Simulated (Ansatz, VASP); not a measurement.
SnSe: VASP beside Ansatz

Contents of POSCAR:

```
SnSe
1.0
    0.0000000000      3.0100000000      2.9498000000
    3.0100000000      0.0000000000      2.9498000000
    3.0100000000      3.0100000000      0.0000000000
Sn Se
1 1
Direct
    0.0000000000      0.0000000000      0.0000000000
    0.5000000000      0.5000000000      0.5000000000
```

The input INCAR.step1:

```
  PREC = Accurate
  ENCUT = 520
  ISMEAR = 0
  SIGMA = 0.05
  LREAL = F
  LASPH = T
  NELM = 100
  NBANDS = 17
  GGA = PE
  ALGO = Normal
  EDIFF = 1E-4
  LWAVE = T
  LCHARG = F
```

File INCAR.step2:

```
  PREC = Accurate
  ENCUT = 520
  EDIFF = 1E-7
  ISMEAR = 0
  SIGMA = 0.05
  LREAL = F
  LASPH = T
  NELM = 100
  ALGO = Normal
  ISIF = 2
  LWAVE = F
  LCHARG = F
  METAGGA = R2SCAN
  LMIXTAU = T
  NBANDS = 17
  ISTART = 1
```

The input KPOINTS:

```
regular mesh
0
Gamma
  10 10 10
```

Input for Ansatz:

```yaml
crystal:
  lattice:
    - [0.0, 3.01, 2.9498]
    - [3.01, 0.0, 2.9498]
    - [3.01, 3.01, 0.0]
  atoms:
    - { symbol: Sn, position: [0.0, 0.0, 0.0] }
    - { symbol: Se, position: [0.5, 0.5, 0.5] }
basis:
  ecutwfc: 500
kpoints:
  mp_grid: { grid: [10, 10, 10] }
hamiltonian:
  xc: r2scan
scf:
  occupations: { method: gaussian, width: 0.05 }
output:
  forces: true
  stress: true
  eigenvalues: true
```

Change from the starting cell: strain -0.0200 x Voigt [0, 0, 1, 0, 0, 0], atoms carried along.

Alike in both runs: task single point; functional r2SCAN; k mesh 10 × 10 × 10; occupations gaussian, width 0.05 eV; no spin polarisation.

```csv
,VASP,Ansatz
version,VASP 6.6.1,Ansatz 0.2.0
potentials or method,"VASP PAW PBE potentials, release 64 (Sn_d, Se), cutoff 520 eV","scalar-relativistic, plane waves, PAW"
valence electrons in the cell,20,30
```

|  | VASP | Ansatz | Ansatz less VASP |
| --- | --- | --- | --- |
| gap on the k mesh at the Fermi level (eV) | 0.48 | 0.48 | 0.000 |
| least direct gap on the mesh (eV) | 0.56 | 0.56 | 0.000 |
| pressure (GPa) | 1.2 | 1.1 | 0.00 |
| traceless stress, the component that is largest in VASP (GPa) | 1.88 | 1.88 | -0.005 |

VASP's potentials were made for PBE, not for r2SCAN. VASP's potentials hold 20 valence electrons a cell and Ansatz's 30, so a difference there can come from the potentials and not from the codes.
